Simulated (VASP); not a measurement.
Runs of VASP 6.6.1 on O. The structure is that of space group I4/mmm (No. 139), or close to it. The cells are those of the table. 

```csv
cell,gap on the mesh (eV),pressure (GPa),largest force (eV/Å)
"a = 3.807, b = 3.803, c = 2.159 Å, angles 73.6, 73.4, 33.0°, 2 atoms",none,49.5,9.72
"a = 3.731, b = 3.727, c = 2.188 Å, angles 73.0, 72.8, 34.1°, 2 atoms",none,63.3,14.71
"a = 3.886, b = 3.882, c = 2.130 Å, angles 74.2, 74.0, 31.8°, 2 atoms",none,(a),5.57
"a = 3.590, b = 3.585, c = 2.247 Å, angles 71.9, 71.6, 36.5°, 2 atoms",none,99.8,27.55
"a = 4.054, b = 4.050, c = 2.074 Å, angles 75.3, 75.1, 29.7°, 2 atoms",none,(b),0.67
"a = 3.968, b = 3.964, c = 2.102 Å, angles 74.7, 74.5, 30.7°, 2 atoms",none,30.3,2.13
```

Alike in all rows: task single point; level LDA; potentials or basis VASP PAW LDA potentials, release 64 (O); no spin polarisation; k mesh 22 × 22 × 22; cutoff (eV) 520; smearing gaussian 0.15 eV.

Question: Fill in the values left out.

Answer: (a) 38.5; (b) 24.5.

Caveats: the standard files for N, O and F lose accuracy on very short bonds; spin is off for a triplet molecule; the cell stands under pressure; forces of over 1 eV/Å act on the atoms, so gaps and moduli don't describe the material at rest (at least some runs).

A gap of «none» marks levels without a gap at the run's occupations.
